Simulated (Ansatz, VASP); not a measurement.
**BN: VASP beside Ansatz**

Contents of INCAR:

```
SYSTEM = BN
PREC = Accurate ; ENCUT = 600
EDIFF = 1E-6 ; ISMEAR = 0
SIGMA = 0.1 ; LREAL = .False.
LASPH = .True. ; NELM = 80
ALGO = Normal ; ISIF = 3
LWAVE = .False. ; LCHARG = .False.
GGA = PS ; IBRION = 2
NSW = 80 ; EDIFFG = -0.05
```

File KPOINTS:

```
Automatic mesh
0
Gamma
  8 8 8
  0 0 0
```

The input POSCAR:

```
BN
1.0
    0.0000000000      2.1439475948      2.1439475948
    2.1439475948      0.0000000000      2.1439475948
    2.1439475948      2.1439475948      0.0000000000
B N
1 1
Direct
    0.0000000000      0.0000000000      0.0000000000
    0.7500000000      0.7500000000      0.7500000000
```

Input for Ansatz:

```yaml
crystal:
  lattice:
    - [0.0, 2.1439475948, 2.1439475948]
    - [2.1439475948, 0.0, 2.1439475948]
    - [2.1439475948, 2.1439475948, 0.0]
  atoms:
    - { symbol: B, position: [0.0, 0.0, 0.0] }
    - { symbol: "N", position: [0.75, 0.75, 0.75] }
basis:
  ecutwfc: 420
kpoints:
  mp_grid: { grid: [8, 8, 8] }
hamiltonian:
  xc: pbesol
scf:
  occupations: { method: gaussian, width: 0.1 }
output:
  forces: true
  stress: true
  eigenvalues: true
relax:
  adjacent_minimum: "off"
  f_tol: 0.05
  max_steps: 60
  cell: { stress_tol: 0.5 }
```

Alike in both runs: task relaxation of cell and atoms; functional PBEsol; k mesh 8 × 8 × 8; occupations gaussian, width 0.1 eV; no spin polarisation.

|  | VASP | Ansatz |
| --- | --- | --- |
| version | VASP 6.6.1 | Ansatz 0.2.0 |
| potentials or method | VASP PAW PBE potentials, release 64 (B, N), cutoff 600 eV | scalar-relativistic, plane waves, PAW |
| valence electrons in the cell | 8 | 8 |

VASP gave:

| Property | Result |
| --- | --- |
| gap on the k mesh at the Fermi level, each at its own relaxed structure (eV) | 4.28 |
| relaxed volume (Å³/atom) | 5.85 |
| relaxed cell length with the largest relative difference (Å) | 2.548 |

Task: What did Ansatz give for the same quantities?

Result: gap on the k mesh at the Fermi level, each at its own relaxed structure (eV): 4.30; relaxed volume (Å³/atom): 5.86; relaxed cell length with the largest relative difference (Å): 2.550.

VASP's potentials were made for PBE, not for PBEsol.

Noted on VASP's run: the volume moved by over 15 % at a fixed basis, so the end points are rough.
